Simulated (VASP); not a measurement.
Write the native input for VASP 6.6.1 that does the following.

| Quantity | Value |
| --- | --- |
| Task | single point |
| Functional | LDA |
| Potentials or basis | VASP PAW LDA potentials, release 64 (Sb) |
| Cutoff | 520 eV |
| k mesh | 9 × 9 × 5 |
| Occupations | fermi-dirac, width 0.05 eV |
| Spin | no spin polarisation |
| Dipole correction | no |
| Further INCAR settings | ALGO = Normal; EDIFF = 1e-06; NBANDS = 12 |

The structure of Sb lies in POSCAR:

```
Sb
1.0
    3.3545324186      0.0000000000      0.0000000000
   -1.6772662093      2.9051102923      0.0000000000
    0.0000000000      0.0000000000      5.4701606500
Sb
2
Direct
    0.6666666667      0.3333333333      0.7500000000
    0.3333333333      0.6666666667      0.2500000000
```

One way to write it, as run:

INCAR

```
SYSTEM = Sb
ALGO     = Normal         ! electronic algorithm
EDIFF    = 1E-6           ! SCF threshold, eV
ENCUT    = 520            ! plane-wave cutoff, eV
ISIF     = 2              ! what is computed and relaxed
ISMEAR   = -1             ! smearing method
LASPH    = .TRUE.         ! aspherical terms in the spheres
LCHARG   = .FALSE.        ! write CHGCAR
LREAL    = .FALSE.        ! projectors in reciprocal space
LWAVE    = .FALSE.        ! write WAVECAR
NBANDS   = 12             ! bands
NELM     = 80             ! most SCF steps
PREC     = Accurate       ! precision mode
SIGMA    = 0.05           ! smearing width, eV
```

KPOINTS

```
k-points
0
G
  9 9 5
  0 0 0
```

Potentials or basis: VASP PAW LDA potentials, release 64 (Sb).

Run with:

```bash
$ cat potpaw_LDA.64/Sb/POTCAR > POTCAR
$ mpirun -np 1 vasp_std > vasp.out
```

It gave:

* Pressure: -2.7 GPa
* Band gap on the k mesh: zero (band 5 reaches 12.63 eV, above the bottom of band 6 at 5.80 eV)

Caveat: spin-orbit coupling is left out, which moves the levels of the heavy elements.

Run time: 22 s on 1 thread of Intel Xeon 6975P-C (shared host), peak memory 0.16 GiB.
